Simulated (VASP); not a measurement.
A run of VASP 6.6.1 is set up as follows.

INCAR

```
SYSTEM = Pd
ALGO = Normal
EDIFF = 1E-7
EDIFFG = -0.002
ENCUT = 600
IBRION = 2
ISIF = 3
ISMEAR = -1
LASPH = .True.
LCHARG = .False.
LREAL = .False.
LWAVE = .False.
NELM = 100
NSW = 100
PREC = Accurate
PSTRESS = 70.0
SIGMA = 0.1
```

Contents of KPOINTS:

```
k-points
0
Gamma
  24 24 24
  0 0 0
```

Contents of POSCAR:

```
Pd
1.0
    0.0000000000      1.9208712848      1.9208712848
    1.9208712848      0.0000000000      1.9208712848
    1.9208712848      1.9208712848      0.0000000000
Pd
1
Direct
    0.0000000000      0.0000000000      0.0000000000
```

Potentials or basis: VASP PAW LDA potentials, release 64 (Pd).

Launch:

```sh
$ cat potpaw_LDA.64/Pd/POTCAR > POTCAR
$ mpirun -np 1 vasp_std > vasp.out
```

(1) Predict the space group after relaxing (to 0.05 Å).

(2) Predict the relaxed volume.

(3) Predict the relaxed cell.

Results:

(1) Fm-3m (No. 225).

(2) 13.79 Å³/atom.

(3) a = 2.691 Å, b = 2.691 Å, c = 2.691 Å, α = 60.00°, β = 60.00°, γ = 60.00°.

Caveat: the cell is relaxed towards a set pressure, so the enthalpy falls and the energy may rise.
